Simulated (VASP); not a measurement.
# Ga (Cmcm) in VASP: notebook

Runs on Ga. Level: PBEsol. Tasks: single point.

Everything below comes from runs of VASP 6.6.1. Logs are shortened: lines on timing, memory, paths and dates and some standing lists are left out, and cuts for length are marked.

### Step 1. The cell of the first run

The structure is orthorhombic, space group Cmcm (No. 63). Conventional cell: a = 7.734 Å, b = 4.714 Å, c = 4.547 Å, α = 90.00°, β = 90.00°, γ = 90.00°. Within 3.3 Å of Ga (site symmetry m) lie 7 Ga at 2.51 to 2.79 Å.

### Step 2. Single point, PBEsol (volume scaled by 1.04)

Contents of INCAR:

```
  PREC = Accurate
  ENCUT = 520
  EDIFF = 1E-6
  ISMEAR = -1
  SIGMA = 0.05
  LREAL = False
  LASPH = True
  NELM = 60
  ALGO = Fast
  ISIF = 2
  LWAVE = False
  LCHARG = False
  GGA = PS
  NBANDS = 34
```

Contents of KPOINTS:

```
regular mesh
0
Gamma
  7 7 6
```

Contents of POSCAR:

```
Ga
1.0
    3.8671854834     -2.3572466078      0.0000000000
    3.8671854834      2.3572466078      0.0000000000
    0.0000000000      0.0000000000      4.5473167468
Ga
4
Direct
    0.6655504900      0.0096853900      0.2500000000
    0.0096853900      0.6655504900      0.7500000000
    0.3344495100      0.9903146100      0.7500000000
    0.9903146100      0.3344495100      0.2500000000
```

Potentials or basis: VASP PAW PBE potentials, release 64 (Ga_d).

Run with:

```console
> cat potpaw_PBE.64/Ga_d/POTCAR > POTCAR
> mpirun -np 1 vasp_std > vasp.out
```

OUTCAR:

```text
PREC = Accurate
   ENCUT = 520
   EDIFF = 1E-6
   ISMEAR = -1
   LREAL = False
   LASPH = True
   NELM = 60
   ISIF = 2
   GGA = PS

 ion  position               nearest neighbor table
   1  0.666  0.010  0.250-   4 2.51   4 2.72   4 2.72   3 2.75   3 2.75   2 2.79   2 2.79
   2  0.010  0.666  0.750-   3 2.51   3 2.72   3 2.72   4 2.75   4 2.75   1 2.79   1 2.79
   3  0.334  0.990  0.750-   2 2.51   2 2.72   2 2.72   1 2.75   1 2.75   4 2.79   4 2.79
   4  0.990  0.334  0.250-   1 2.51   1 2.72   1 2.72   2 2.75   2 2.75   3 2.79   3 2.79

  LATTYP: Found a base centered orthorhombic cell.
 ALAT       =     4.7144932156
 B/A-ratio  =     1.6405519349
 C/A-ratio  =     0.9645398856

  Lattice vectors:

 A1 = (  -3.8671854834,  -2.3572466078,   0.0000000000)
 A2 = (   3.8671854834,  -2.3572466078,   0.0000000000)
 A3 = (   0.0000000000,   0.0000000000,   4.5473167468)

Analysis of symmetry for initial positions (statically):
=====================================================================
 Subroutine PRICEL returns:
 Original cell was already a primitive cell.

 Routine SETGRP: Setting up the symmetry group for a
 base centered orthorhombic supercell.

 Subroutine GETGRP returns: Found  8 space group operations
 (whereof  4 operations were pure point group operations)
 out of a pool of  8 trial point group operations.

The static configuration has the point symmetry C_2h.
 The point group associated with its full space group is D_2h.

Analysis of symmetry for dynamics (positions and initial velocities):
=====================================================================
 Subroutine PRICEL returns:
 Original cell was already a primitive cell.

 Routine SETGRP: Setting up the symmetry group for a
 base centered orthorhombic supercell.

 Subroutine GETGRP returns: Found  8 space group operations
 (whereof  4 operations were pure point group operations)
 out of a pool of  8 trial point group operations.

The dynamic configuration has the point symmetry C_2h.
 The point group associated with its full space group is D_2h.

 Subroutine INISYM returns: Found  8 space group operations
 (whereof  4 operations are pure point group operations),
 and found     1 'primitive' translations

----------------------------------------------------------------------------------------

                                     Primitive cell

  volume of cell :      82.9059

  direct lattice vectors                    reciprocal lattice vectors
     3.867185483 -2.357246608  0.000000000     0.129292997 -0.212111876  0.000000000
     3.867185483  2.357246608  0.000000000     0.129292997  0.212111876  0.000000000
     0.000000000  0.000000000  4.547316747     0.000000000  0.000000000  0.219909906

  length of vectors
     4.528988312  4.528988312  4.547316747     0.248411205  0.248411205  0.219909906

  position of ions in fractional coordinates (direct lattice)
     0.665550490  0.009685390  0.250000000
     0.009685390  0.665550490  0.750000000
     0.334449510  0.990314610  0.750000000
     0.990314610  0.334449510  0.250000000

  ion indices of the primitive-cell ions
   primitive index   ion index
                 1           1
                 2           2
                 3           3
                 4           4

----------------------------------------------------------------------------------------

 KPOINTS: regular mesh

Automatic generation of k-mesh.
 Grid dimensions read from file:
 generate k-points for:    7    7    6

 Generating k-lattice:

  Cartesian coordinates                     Fractional coordinates (reciprocal lattice)
     0.018470428 -0.030301697  0.000000000     0.142857143  0.000000000  0.000000000
     0.018470428  0.030301697  0.000000000     0.000000000  0.142857143  0.000000000
     0.000000000  0.000000000  0.036651651     0.000000000  0.000000000  0.166666667

  Length of vectors
     0.035487315  0.035487315  0.036651651

  Shift w.r.t. Gamma in fractional coordinates (k-lattice)
     0.000000000  0.000000000  0.000000000

 Subroutine IBZKPT returns following result:
 ===========================================

 Found     64 irreducible k-points:

 Following reciprocal coordinates:
            Coordinates               Weight
  0.000000  0.000000  0.000000      1.000000
  0.142857  0.000000  0.000000      4.000000
  0.285714  0.000000  0.000000      4.000000
  0.428571  0.000000  0.000000      4.000000
  0.142857  0.142857  0.000000      2.000000
  0.285714  0.142857  0.000000      4.000000
[... 16 lines left out ...]
  0.428571  0.142857  0.166667      8.000000
 -0.428571  0.142857  0.166667      8.000000
 [... further k-points ...]
   k-points           NKPTS =     64   k-points in BZ     NKDIM =     64   number of bands    NBANDS=     34
   number of dos      NEDOS =    301   number of ions     NIONS =      4
   total plane-waves  NPLWV =  46656
   dimension x,y,z NGX =    36 NGY =   36 NGZ =   36
   dimension x,y,z NGXF=    72 NGYF=   72 NGZF=   72
   ions per type =               4
   NGX,Y,Z   is equivalent  to a cutoff of  13.21, 13.21, 13.16 a.u.
   NGXF,Y,Z  is equivalent  to a cutoff of  26.43, 26.43, 26.32 a.u.
 SYSTEM =  unknown system
   PREC   = accura    normal or accurate (medium, high low for compatibility)
   ISTART =      0    job   : 0-new  1-cont  2-samecut
   ICHARG =      2    charge: 1-file 2-atom 10-const
   ISPIN  =      1    spin polarized calculation?
   LNONCOLLINEAR =      F non collinear calculations
   LSORBIT =      F    spin-orbit coupling
   LASPH  =      T    aspherical Exc in radial PAW
   ENCUT  =  520.0 eV  38.22 Ry    6.18 a.u.   8.42  8.42  8.45*2*pi/ulx,y,z
   NELM   =     60;   NELMIN=  2; NELMDL= -5     # of ELM steps
   EDIFF  = 0.1E-05   stopping-criterion for ELM
   LREAL  =      F    real-space projection
   EDIFFG = 0.1E-04   stopping-criterion for IOM
   NSW    =      0    number of steps for IOM
   IBRION =     -1    ionic relax: 0-MD 1-quasi-New 2-CG
   NFREE  =      0    steps in history (QN), initial steepest desc. (CG)
   ISIF   =      2    stress and relaxation
   ISYM   =      2    0-nonsym 1-usesym 2-fastsym
   POTIM  = 0.5000    time-step for ionic-motion
   TEBEG  =    0.0;   TEEND  =   0.0 temperature during run
   PSTRESS=    0.0 pullay stress
   NELECT =      52.0000    total number of electrons
   NUPDOWN=      -1.0000    fix difference up-down
   EMIN   =  10.00;   EMAX   =-10.00  energy-range for DOS
   EFERMI =   0.00;   METHOD = LEGACY
   ISMEAR =    -1;   SIGMA  =   0.05  broadening in eV -4-tet -1-fermi 0-gaus
   EFERMI_NEDOS =   21; number of points for ismear=-14 and -15
   IALGO  =     68    algorithm
   IMIX   =      4    mixing-type and parameters
     AMIX     =   0.40;   BMIX     =  1.00
     AMIX_MAG =   1.60;   BMIX_MAG =  1.00
  volume/ion in A,a.u.               =      20.73       139.87
  Fermi-wavevector in a.u.,A,eV,Ry     =   1.401353  2.648173 26.718987  1.963790
  Thomas-Fermi vector in A             =   2.524223
   LORBIT       =      0    0 simple, 1 ext, 2 COOP (PROOUT), +10 PAW based schemes
   GGA     = PS    functional components
   LHFCALC =     F    Hartree Fock is set to
   AEXX    =    0.0000 exact exchange contribution
   IVDW    =     0    specifies the selected vdW correction
   LEPSILON=     F    determine dielectric tensor
   LRPA    =     F    only Hartree local field effects (RPA)
 non-spin polarized calculation
 RMM-DIIS sequential band-by-band and
  energy-cutoff  :      520.00
  volume of cell :       82.91
 maximum number of plane-waves:      2261
 NGX is ok and might be reduce to    36
   NGX = 17   NGY = 17   NGZ = 17

 number of electron      52.0000012 magnetization

 Free energy of the ion-electron system (eV)
  ---------------------------------------------------
  ext. energy  EPLUGINS =         0.00000000
  ---------------------------------------------------
  free energy    TOTEN  =       -13.33119176 eV

  energy without entropy =      -13.32634490  energy(sigma->0) =      -13.32876833

 E-fermi :   4.4513     XC(G=0): -10.4648

 val. band max:        4.4388675752   @ k =   0.1429   0.0000   0.1667
 cond. band min:       4.5067602764   @ k =   0.4286   0.4286   0.5000
 fundamental gap:      0.0678927012
 Fermi energy:         4.4512880573

 k-point     1 :       0.0000    0.0000    0.0000
  band No.  band energies     occupation
      1     -10.6647      2.00000
      2     -10.6404      2.00000
      3     -10.6157      2.00000
      4     -10.5849      2.00000
      5     -10.5262      2.00000
      6     -10.5065      2.00000
[... 26 lines left out ...]
     33      10.4025      0.00000
     34      10.6297      0.00000

 k-point     2 :       0.1429    0.0000    0.0000
  band No.  band energies     occupation
      1     -10.6574      2.00000
      2     -10.6314      2.00000
      3     -10.6253      2.00000
      4     -10.5999      2.00000
      5     -10.5506      2.00000
      6     -10.5438      2.00000
[... 26 lines left out ...]
     33      10.3897      0.00000
     34      11.5548      0.00000

 k-point     3 :       0.2857    0.0000    0.0000
  band No.  band energies     occupation
      1     -10.6485      2.00000
      2     -10.6381      2.00000
      3     -10.6262      2.00000
      4     -10.6054      2.00000
      5     -10.5972      2.00000
      6     -10.5526      2.00000
[... 26 lines left out ...]
     33      10.4460      0.00000
     34      10.8022      0.00000

 k-point     4 :       0.4286    0.0000    0.0000
  band No.  band energies     occupation
      1     -10.6653      2.00000
      2     -10.6432      2.00000
      3     -10.6244      2.00000
      4     -10.6170      2.00000
      5     -10.5659      2.00000
      6     -10.5526      2.00000
[... 26 lines left out ...]
     33      10.4941      0.00000
     34      11.0861      0.00000

 k-point     5 :       0.1429    0.1429    0.0000
  band No.  band energies     occupation
      1     -10.6488      2.00000
      2     -10.6466      2.00000
      3     -10.6153      2.00000
      4     -10.6066      2.00000
      5     -10.5441      2.00000
      6     -10.5399      2.00000
[... 621 lines left out ...]
 k-point    22 :       0.2857    0.1429    0.1667
  band No.  band energies     occupation
      1     -10.6518      2.00000
      2     -10.6391      2.00000
      3     -10.6320      2.00000
      4     -10.5948      2.00000
      5     -10.5697      2.00000
      6     -10.5568      2.00000
[... 26 lines left out ...]
     33      10.2298      0.00000
     34      11.3638      0.00000

 k-point    23 :       0.4286    0.1429    0.1667
  band No.  band energies     occupation
      1     -10.6702      2.00000
      2     -10.6484      2.00000
      3     -10.6224      2.00000
      4     -10.6044      2.00000
      5     -10.5927      2.00000
      6     -10.5553      2.00000
[... 26 lines left out ...]
     33      11.7723      0.00000
     34      12.0197      0.00000

 k-point    24 :      -0.4286    0.1429    0.1667
  band No.  band energies     occupation
      1     -10.6795      2.00000
      2     -10.6680      2.00000
      3     -10.6084      2.00000
      4     -10.6001      2.00000
      5     -10.5881      2.00000
      6     -10.5412      2.00000
[... 26 lines left out ...]
     33      12.0837      0.00000
     34      12.3005      0.00000

 [... further k-points ...]
[... 5 lines left out ...]
  --------------------------------------------------------------------------------------
  -------------------------------------------------------------------------------------
  Total       -0.9827255     -1.2053163     -1.2541226      0.0000000     -0.0000000      0.0000000
  in kB      -18.9914257    -23.2930508    -24.2362466      0.0000000     -0.0000000      0.0000000
  external PRESSURE =     -22.1735744 kB  Pullay stress =       0.0000000 kB

 VOLUME and BASIS-vectors are now :
 -----------------------------------------------------------------------------
  energy-cutoff  :      520.00
  volume of cell :       82.91
      direct lattice vectors                 reciprocal lattice vectors
     3.867185483 -2.357246608  0.000000000     0.129292997 -0.212111876  0.000000000
     3.867185483  2.357246608  0.000000000     0.129292997  0.212111876  0.000000000
     0.000000000  0.000000000  4.547316747     0.000000000  0.000000000  0.219909906

 POSITION                                       TOTAL-FORCE (eV/Angst)
 -----------------------------------------------------------------------------------
      2.61126     -1.54604      1.13683        -0.022654     -0.009239      0.000000
      2.61126      1.54604      3.41049        -0.022654      0.009239      0.000000
      5.12311      1.54604      3.41049         0.022654      0.009239      0.000000
      5.12311     -1.54604      1.13683         0.022654     -0.009239     -0.000000
 -----------------------------------------------------------------------------------
    total drift:                                0.000000      0.000000     -0.000000

  FREE ENERGIE OF THE ION-ELECTRON SYSTEM (eV)
  ---------------------------------------------------
  free  energy   TOTEN  =       -13.3311917566 eV

  energy  without entropy=      -13.3263448988  energy(sigma->0) =      -13.32876833
```

Run time: 2.3 min. Hardware: 1 thread of Intel Xeon Platinum 8375C at 2.90GHz (Ice Lake), shared host; peak memory 0.28 GiB.

What came out:

- Free energy: -13.3312 eV
- Pressure: -2.2 GPa
- Largest force: 0.024 eV/Å
- Band gap on the k mesh: zero (band 26 reaches 4.79 eV, above the bottom of band 27 at 4.09 eV)

Forces in eV/Å, atoms in the order of the input:
```
Ga  -0.023 -0.009  0.000
Ga  -0.023  0.009  0.000
Ga   0.023  0.009  0.000
Ga   0.023 -0.009  0.000
```

Caveat: the PAW data sets were made with another functional, which shifts forces and pressure a little.

### Step 3. Single point, PBEsol (volume scaled by 1.06)

Contents of INCAR:

```
  ALGO = Fast
  EDIFF = 1E-6
  ENCUT = 520
  GGA = PS
  ISIF = 2
  ISMEAR = -1
  LASPH = T
  LCHARG = F
  LREAL = F
  LWAVE = F
  NBANDS = 34
  NELM = 100
  PREC = Accurate
  SIGMA = 0.05
```

Contents of KPOINTS:

```
k-points
0
Gamma
  7 7 6
```

Contents of POSCAR:

```
Ga
1.0
    3.8918179022     -2.3722613222      0.0000000000
    3.8918179022      2.3722613222      0.0000000000
    0.0000000000      0.0000000000      4.5762813287
Ga
4
Direct
    0.6655504900      0.0096853900      0.2500000000
    0.0096853900      0.6655504900      0.7500000000
    0.3344495100      0.9903146100      0.7500000000
    0.9903146100      0.3344495100      0.2500000000
```

Potentials or basis: VASP PAW PBE potentials, release 64 (Ga_d).

Run with:

```console
> cat potpaw_PBE.64/Ga_d/POTCAR > POTCAR
> mpirun -np 1 vasp_std > vasp.out
```

OUTCAR:

```text
EDIFF = 1E-6
   ENCUT = 520
   GGA = PS
   ISIF = 2
   ISMEAR = -1
   LASPH = T
   LREAL = F
   NELM = 100
   PREC = Accurate

 ion  position               nearest neighbor table
   1  0.666  0.010  0.250-   4 2.53   4 2.74   4 2.74   3 2.76   3 2.76   2 2.81   2 2.81
   2  0.010  0.666  0.750-   3 2.53   3 2.74   3 2.74   4 2.76   4 2.76   1 2.81   1 2.81
   3  0.334  0.990  0.750-   2 2.53   2 2.74   2 2.74   1 2.76   1 2.76   4 2.81   4 2.81
   4  0.990  0.334  0.250-   1 2.53   1 2.74   1 2.74   2 2.76   2 2.76   3 2.81   3 2.81

  LATTYP: Found a base centered orthorhombic cell.
[... 1085 lines left out ...]

 [... further k-points ...]
[... 5 lines left out ...]
  --------------------------------------------------------------------------------------
  -------------------------------------------------------------------------------------
  Total       -1.4924940     -1.6354457     -1.7304324      0.0000000      0.0000000      0.0000000
  in kB      -28.2986307    -31.0090855    -32.8100932      0.0000000      0.0000000      0.0000000
  external PRESSURE =     -30.7059365 kB  Pullay stress =       0.0000000 kB

 VOLUME and BASIS-vectors are now :
 -----------------------------------------------------------------------------
  energy-cutoff  :      520.00
  volume of cell :       84.50
      direct lattice vectors                 reciprocal lattice vectors
     3.891817902 -2.372261322  0.000000000     0.128474665 -0.210769360  0.000000000
     3.891817902  2.372261322  0.000000000     0.128474665  0.210769360  0.000000000
     0.000000000  0.000000000  4.576281329     0.000000000  0.000000000  0.218518034

 POSITION                                       TOTAL-FORCE (eV/Angst)
 -----------------------------------------------------------------------------------
      2.62790     -1.55588      1.14407        -0.023827     -0.021224      0.000000
      2.62790      1.55588      3.43221        -0.023827      0.021224      0.000000
      5.15574      1.55588      3.43221         0.023827      0.021224      0.000000
      5.15574     -1.55588      1.14407         0.023827     -0.021224      0.000000
 -----------------------------------------------------------------------------------
    total drift:                                0.000000      0.000000     -0.000000

  FREE ENERGIE OF THE ION-ELECTRON SYSTEM (eV)
  ---------------------------------------------------
  free  energy   TOTEN  =       -13.3062894985 eV

  energy  without entropy=      -13.3014405454  energy(sigma->0) =      -13.30386502
```

Wall time 2.4 min (1 thread of Intel Xeon Platinum 8375C at 2.90GHz (Ice Lake), shared host); peak memory 0.28 GiB.

Results:

| Property | Result |
| --- | --- |
| Free energy | -13.3063 eV |
| Pressure | -3.1 GPa |
| Largest force | 0.032 eV/Å |
| Band gap on the k mesh | zero (band 26 reaches 4.54 eV, above the bottom of band 27 at 3.95 eV) |

Forces on the atoms (eV/Å):
```
Ga  -0.024 -0.021  0.000
Ga  -0.024  0.021  0.000
Ga   0.024  0.021  0.000
Ga   0.024 -0.021  0.000
```

Caveat: the PAW data sets were made with another functional, which shifts forces and pressure a little.
